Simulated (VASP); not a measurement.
# SnSe2 (P-3m1) in VASP: a series of runs

Runs on SnSe2. Level: PBEsol+D3(BJ). Tasks: single point.

Everything below comes from runs of VASP 6.6.1. Logs are shortened: lines on timing, memory, paths and dates and some standing lists are left out, and cuts for length are marked.

**1. The cell of the first run**

Symmetry: P-3m1, No. 164, trigonal system. The conventional cell has a = 3.790 Å, b = 3.790 Å, c = 5.768 Å, α = 90.00°, β = 90.00°, γ = 120.00°. Within 3.6 Å of Sn (site symmetry -3m) lie 6 Se at 2.70 Å. Within 3.6 Å of Se (site symmetry 3m) lie 3 Sn at 2.70 Å and 3 Se at 3.39 Å.

**2. Single point, PBEsol+D3(BJ)**

File INCAR:

```
SYSTEM = SnSe2
  ALGO = Normal
  EDIFF = 1E-6
  ENCUT = 520
  GGA = PS
  ISIF = 2
  ISMEAR = 0
  IVDW = 12
  LASPH = .TRUE.
  LCHARG = .TRUE.
  LELF = .TRUE.
  LREAL = .FALSE.
  LVHAR = .TRUE.
  LWAVE = .FALSE.
  NBANDS = 20
  NELM = 80
  PREC = Accurate
  SIGMA = 0.02
```

File KPOINTS:

```
k-points
0
G
  12 12 6
  0 0 0
```

File POSCAR:

```
SnSe2
1.0
    3.7901361789      0.0000000000      0.0000000000
   -1.8950680894      3.2823542147      0.0000000000
    0.0000000000      0.0000000000      5.7679520394
Sn Se
1 2
Direct
    0.0000000000      0.0000000000      0.0000000000
    0.3333333333      0.6666666667      0.2750013245
    0.6666666667      0.3333333333      0.7249986755
```

Potentials or basis: VASP PAW PBE potentials, release 64 (Sn_d, Se).

Launch:

```bash
cat potpaw_PBE.64/Sn_d/POTCAR potpaw_PBE.64/Se/POTCAR > POTCAR
mpirun -np 1 vasp_std > vasp.out
```

OUTCAR:

```text
SYSTEM = SnSe2
   EDIFF = 1E-6
   ENCUT = 520
   GGA = PS
   ISIF = 2
   ISMEAR = 0
   IVDW = 12
   LASPH = .TRUE.
   LREAL = .FALSE.
   NELM = 80
   PREC = Accurate
 IVDW          = 12

 ion  position               nearest neighbor table
   1  0.000  0.000  0.000-   2 2.70   3 2.70   2 2.70   3 2.70   3 2.70   2 2.70
   2  0.333  0.667  0.275-   1 2.70   1 2.70   1 2.70
   3  0.667  0.333  0.725-   1 2.70   1 2.70   1 2.70

  LATTYP: Found a hexagonal cell.
 ALAT       =     3.7901361789
 C/A-ratio  =     1.5218324005

  Lattice vectors:

 A1 = (   3.7901361789,   0.0000000000,   0.0000000000)
 A2 = (  -1.8950680894,   3.2823542147,   0.0000000000)
 A3 = (   0.0000000000,   0.0000000000,   5.7679520394)

Analysis of symmetry for initial positions (statically):
=====================================================================
 Subroutine PRICEL returns:
 Original cell was already a primitive cell.

 Routine SETGRP: Setting up the symmetry group for a
 hexagonal supercell.

 Subroutine GETGRP returns: Found 12 space group operations
 (whereof 12 operations were pure point group operations)
 out of a pool of 24 trial point group operations.

The static configuration has the point symmetry D_3d.

Analysis of symmetry for dynamics (positions and initial velocities):
=====================================================================
 Subroutine PRICEL returns:
 Original cell was already a primitive cell.

 Routine SETGRP: Setting up the symmetry group for a
 hexagonal supercell.

 Subroutine GETGRP returns: Found 12 space group operations
 (whereof 12 operations were pure point group operations)
 out of a pool of 24 trial point group operations.

The dynamic configuration has the point symmetry D_3d.

 Subroutine INISYM returns: Found 12 space group operations
 (whereof 12 operations are pure point group operations),
 and found     1 'primitive' translations

----------------------------------------------------------------------------------------

                                     Primitive cell

  volume of cell :      71.7566

  direct lattice vectors                    reciprocal lattice vectors
     3.790136179  0.000000000  0.000000000     0.263842763  0.152329690  0.000000000
    -1.895068089  3.282354215  0.000000000     0.000000000  0.304659380  0.000000000
     0.000000000  0.000000000  5.767952039     0.000000000  0.000000000  0.173371761

  length of vectors
     3.790136179  3.790136179  5.767952039     0.304659380  0.304659380  0.173371761

  position of ions in fractional coordinates (direct lattice)
     0.000000000  0.000000000  0.000000000
     0.333333333  0.666666667  0.275001325
     0.666666667  0.333333333  0.724998675

  ion indices of the primitive-cell ions
   primitive index   ion index
                 1           1
                 2           2
                 3           3

----------------------------------------------------------------------------------------

 KPOINTS: k-points

Automatic generation of k-mesh.
 Grid dimensions read from file:
 generate k-points for:   12   12    6

 Generating k-lattice:

  Cartesian coordinates                     Fractional coordinates (reciprocal lattice)
     0.021986897  0.012694141  0.000000000     0.083333333  0.000000000  0.000000000
     0.000000000  0.025388282  0.000000000     0.000000000  0.083333333  0.000000000
     0.000000000  0.000000000  0.028895293     0.000000000  0.000000000  0.166666667

  Length of vectors
     0.025388282  0.025388282  0.028895293

  Shift w.r.t. Gamma in fractional coordinates (k-lattice)
     0.000000000  0.000000000  0.000000000

 Subroutine IBZKPT returns following result:
 ===========================================

 Found    100 irreducible k-points:

 Following reciprocal coordinates:
            Coordinates               Weight
  0.000000  0.000000  0.000000      1.000000
  0.083333  0.000000  0.000000      6.000000
  0.166667  0.000000  0.000000      6.000000
  0.250000 -0.000000  0.000000      6.000000
  0.333333  0.000000  0.000000      6.000000
  0.416667  0.000000  0.000000      6.000000
[... 16 lines left out ...]
  0.166667  0.000000  0.166667      6.000000
  0.000000  0.166667  0.166667      6.000000
 [... further k-points ...]
   k-points           NKPTS =    100   k-points in BZ     NKDIM =    100   number of bands    NBANDS=     20
   number of dos      NEDOS =    301   number of ions     NIONS =      3
   total plane-waves  NPLWV =  37632
   dimension x,y,z NGX =    28 NGY =   28 NGZ =   48
   dimension x,y,z NGXF=    56 NGYF=   56 NGZF=   96
   ions per type =               1   2
   NGX,Y,Z   is equivalent  to a cutoff of  12.28, 12.28, 13.83 a.u.
   NGXF,Y,Z  is equivalent  to a cutoff of  24.56, 24.56, 27.67 a.u.
 SYSTEM =  SnSe2
   PREC   = accura    normal or accurate (medium, high low for compatibility)
   ISTART =      0    job   : 0-new  1-cont  2-samecut
   ICHARG =      2    charge: 1-file 2-atom 10-const
   ISPIN  =      1    spin polarized calculation?
   LNONCOLLINEAR =      F non collinear calculations
   LSORBIT =      F    spin-orbit coupling
   LASPH  =      T    aspherical Exc in radial PAW
   ENCUT  =  520.0 eV  38.22 Ry    6.18 a.u.   7.05  7.05 10.72*2*pi/ulx,y,z
   NELM   =     80;   NELMIN=  2; NELMDL= -5     # of ELM steps
   EDIFF  = 0.1E-05   stopping-criterion for ELM
   LREAL  =      F    real-space projection
   EDIFFG = 0.1E-04   stopping-criterion for IOM
   NSW    =      0    number of steps for IOM
   IBRION =     -1    ionic relax: 0-MD 1-quasi-New 2-CG
   NFREE  =      0    steps in history (QN), initial steepest desc. (CG)
   ISIF   =      2    stress and relaxation
   ISYM   =      2    0-nonsym 1-usesym 2-fastsym
   POTIM  = 0.5000    time-step for ionic-motion
   TEBEG  =    0.0;   TEEND  =   0.0 temperature during run
   PSTRESS=    0.0 pullay stress
   NELECT =      26.0000    total number of electrons
   NUPDOWN=      -1.0000    fix difference up-down
   EMIN   =  10.00;   EMAX   =-10.00  energy-range for DOS
   EFERMI =   0.00;   METHOD = LEGACY
   ISMEAR =     0;   SIGMA  =   0.02  broadening in eV -4-tet -1-fermi 0-gaus
   EFERMI_NEDOS =   21; number of points for ismear=-14 and -15
   IALGO  =     38    algorithm
   IMIX   =      4    mixing-type and parameters
     AMIX     =   0.40;   BMIX     =  1.00
     AMIX_MAG =   1.60;   BMIX_MAG =  1.00
  volume/ion in A,a.u.               =      23.92       161.41
  Fermi-wavevector in a.u.,A,eV,Ry     =   1.167111  2.205519 18.533134  1.362147
  Thomas-Fermi vector in A             =   2.303615
   LORBIT       =      0    0 simple, 1 ext, 2 COOP (PROOUT), +10 PAW based schemes
   GGA     = PS    functional components
   LHFCALC =     F    Hartree Fock is set to
   AEXX    =    0.0000 exact exchange contribution
   IVDW    =    12    specifies the selected vdW correction
   LEPSILON=     F    determine dielectric tensor
   LRPA    =     F    only Hartree local field effects (RPA)
 non-spin polarized calculation
 Gauss-broadening in eV      SIGMA  =   0.02
  energy-cutoff  :      520.00
  volume of cell :       71.76
 maximum number of plane-waves:      1949
   NGX = 15   NGY = 15   NGZ = 21

 number of electron      25.9999999 magnetization

 Free energy of the ion-electron system (eV)
  ---------------------------------------------------
  ext. energy  EPLUGINS =         0.00000000
  ---------------------------------------------------
  free energy    TOTEN  =       -12.94408092 eV

  energy without entropy =      -12.94404539  energy(sigma->0) =      -12.94406315

 E-fermi :   5.3055     XC(G=0): -10.0917

 val. band max:        5.2810943246   @ k =   0.0833   0.0833   0.0000
 cond. band min:       5.3298264564   @ k =   0.0000   0.4167   0.3333
 fundamental gap:      0.0487321318
 Fermi energy:         5.3054606277

 k-point     1 :       0.0000    0.0000    0.0000
  band No.  band energies     occupation
      1     -16.2723      2.00000
      2     -16.2723      2.00000
      3     -16.2332      2.00000
      4     -16.2186      2.00000
      5     -16.2186      2.00000
      6      -9.2600      2.00000
[... 12 lines left out ...]
     19      14.0175      0.00000
     20      14.0175      0.00000

 k-point     2 :       0.0833    0.0000    0.0000
  band No.  band energies     occupation
      1     -16.2754      2.00000
      2     -16.2694      2.00000
      3     -16.2311      2.00000
      4     -16.2206      2.00000
      5     -16.2184      2.00000
      6      -9.1891      2.00000
[... 12 lines left out ...]
     19      13.1951      0.00000
     20      14.0094      0.00000

 k-point     3 :       0.1667    0.0000    0.0000
  band No.  band energies     occupation
      1     -16.2850      2.00000
      2     -16.2623      2.00000
      3     -16.2281      2.00000
      4     -16.2224      2.00000
      5     -16.2169      2.00000
      6      -8.9806      2.00000
[... 12 lines left out ...]
     19      12.7793      0.00000
     20      14.0063      0.00000

 k-point     4 :       0.2500   -0.0000    0.0000
  band No.  band energies     occupation
      1     -16.2994      2.00000
      2     -16.2549      2.00000
      3     -16.2335      2.00000
      4     -16.2140      2.00000
      5     -16.2126      2.00000
      6      -8.6491      2.00000
[... 12 lines left out ...]
     19      12.9469      0.00000
     20      14.4552      0.00000

 k-point     5 :       0.3333    0.0000    0.0000
  band No.  band energies     occupation
      1     -16.3146      2.00000
      2     -16.2506      2.00000
      3     -16.2392      2.00000
      4     -16.2051      2.00000
      5     -16.2045      2.00000
      6      -8.2289      2.00000
[... 12 lines left out ...]
     19      13.8765      0.00000
     20      15.4639      0.00000
[... 353 lines left out ...]
      6      -9.1122      2.00000
[... 12 lines left out ...]
     19      13.3044      0.00000
     20      14.0153      0.00000

 k-point    22 :       0.0000    0.0833    0.1667
  band No.  band energies     occupation
      1     -16.2754      2.00000
      2     -16.2694      2.00000
      3     -16.2310      2.00000
      4     -16.2206      2.00000
      5     -16.2184      2.00000
      6      -9.1120      2.00000
[... 12 lines left out ...]
     19      13.2449      0.00000
     20      13.4822      0.00000

 k-point    23 :       0.1667    0.0000    0.1667
  band No.  band energies     occupation
      1     -16.2851      2.00000
      2     -16.2623      2.00000
      3     -16.2280      2.00000
      4     -16.2224      2.00000
      5     -16.2169      2.00000
      6      -8.9055      2.00000
[... 12 lines left out ...]
     19      13.2937      0.00000
     20      13.8121      0.00000

 k-point    24 :       0.0000    0.1667    0.1667
  band No.  band energies     occupation
      1     -16.2851      2.00000
      2     -16.2624      2.00000
      3     -16.2281      2.00000
      4     -16.2223      2.00000
      5     -16.2169      2.00000
      6      -8.9047      2.00000
[... 12 lines left out ...]
     19      12.6509      0.00000
     20      13.5866      0.00000

 [... further k-points ...]

------------------------ aborting loop because EDIFF is reached ----------------------------------------

 Edisp (eV)   -1.06407

 E8    (eV) :    -0.7012

  FORCE on cell =-STRESS in cart. coord.  units (eV):
  Direction    XX          YY          ZZ          XY          YZ          ZX
  --------------------------------------------------------------------------------------
  -------------------------------------------------------------------------------------
  Total       0.05681     0.05681     0.05116     0.00000    -0.00000     0.00000
  in kB       1.26840     1.26840     1.14237     0.00000    -0.00000     0.00000
  external pressure =        1.23 kB  Pullay stress =        0.00 kB

 VOLUME and BASIS-vectors are now :
 -----------------------------------------------------------------------------
  energy-cutoff  :      520.00
  volume of cell :       71.76
      direct lattice vectors                 reciprocal lattice vectors
     3.790136179  0.000000000  0.000000000     0.263842763  0.152329690  0.000000000
    -1.895068089  3.282354215  0.000000000     0.000000000  0.304659380  0.000000000
     0.000000000  0.000000000  5.767952039     0.000000000  0.000000000  0.173371761

 POSITION                                       TOTAL-FORCE (eV/Angst)
 -----------------------------------------------------------------------------------
      0.00000      0.00000      0.00000         0.000000      0.000000      0.000000
     -0.00000      2.18824      1.58619         0.000000      0.000000      0.018573
      1.89507      1.09412      4.18176        -0.000000      0.000000     -0.018573
 -----------------------------------------------------------------------------------
    total drift:                               -0.000000     -0.000000      0.000000

  FREE ENERGIE OF THE ION-ELECTRON SYSTEM (eV)
  ---------------------------------------------------
  free  energy   TOTEN  =       -14.0081533314 eV

  energy  without entropy=      -14.0081178051  energy(sigma->0) =      -14.00813557
```

It took 3.8 min on 1 thread of Intel Xeon 8259CL, shared host; peak memory 0.29 GiB.

What came out:

```
Free energy                : -14.0082 eV
Pressure                   : 0.1 GPa
Largest force              : 0.019 eV/Å
Band gap on the k mesh     : 0.05 eV (least direct gap 0.71 eV)
Dispersion energy per atom : -0.355 eV
```

Forces on the atoms (eV/Å):
```
Sn   0.000  0.000  0.000
Se   0.000  0.000  0.019
Se   0.000  0.000 -0.019
```

Caveat: the PAW data sets were made with another functional, which shifts forces and pressure a little; spin-orbit coupling is left out, which moves the levels of the heavy elements.

**3. Single point, PBEsol+D3(BJ)**

File INCAR:

```
PREC     = Accurate       # precision mode
ENCUT    = 520            # plane-wave cutoff, eV
EDIFF    = 1E-6           # SCF threshold, eV
ISMEAR   = 0              # smearing method
SIGMA    = 0.02           # smearing width, eV
LREAL    = F              # projectors in reciprocal space
LASPH    = T              # aspherical terms in the spheres
NELM     = 80             # most SCF steps
ALGO     = Normal         # electronic algorithm
ISIF     = 2              # what is computed and relaxed
LWAVE    = F              # write WAVECAR
LCHARG   = T              # write CHGCAR
GGA      = PS             # functional
IVDW     = 12             # dispersion correction
LELF     = T              # ELF
LVHAR    = T            
NBANDS   = 20             # bands
```

File KPOINTS:

```
regular mesh
0
Gamma
  12 12 6
```

POSCAR is that of step 2.

Potentials or basis: VASP PAW PBE potentials, release 64 (Sn_d, Se).

Launch:

```bash
cat potpaw_PBE.64/Sn_d/POTCAR potpaw_PBE.64/Se/POTCAR > POTCAR
mpirun -np 1 vasp_std > vasp.out
```

Wall time 3.2 min (1 thread of Intel Xeon 8259CL, shared host); peak memory 0.29 GiB.

The run converged. Its results:

| Item | Value |
| --- | --- |
| Free energy | -14.0082 eV |
| Pressure | 0.1 GPa |
| Largest force | 0.019 eV/Å |
| Band gap on the k mesh | 0.05 eV (least direct gap 0.71 eV) |
| Dispersion energy per atom | -0.355 eV |

Forces on the atoms (eV/Å):
```
Sn   0.000  0.000  0.000
Se   0.000  0.000  0.019
Se   0.000  0.000 -0.019
```

Levels at points of the mesh, in eV from the valence-band top:
```tsv
k point	band 9	band 10	band 11	band 12	band 13	band 14	band 15	band 16	band 17	band 18
(0.00, 0.00, 0.00)	-0.95	-0.95	-0.88	-0.88	-0.17	0.53	2.67	4.34	4.34	7.89
(0.50, 0.00, 0.00)	-4.73	-3.85	-3.11	-2.30	-0.53	1.07	3.19	4.41	4.49	6.94
(0.00, 0.00, 0.50)	-3.00	-1.21	-1.21	-0.48	-0.48	2.48	2.51	3.78	3.78	6.73
(0.50, 0.00, 0.50)	-5.68	-2.67	-2.29	-1.51	-1.44	0.52	3.50	4.25	5.46	5.95
```

Caveat: the PAW data sets were made with another functional, which shifts forces and pressure a little; spin-orbit coupling is left out, which moves the levels of the heavy elements.
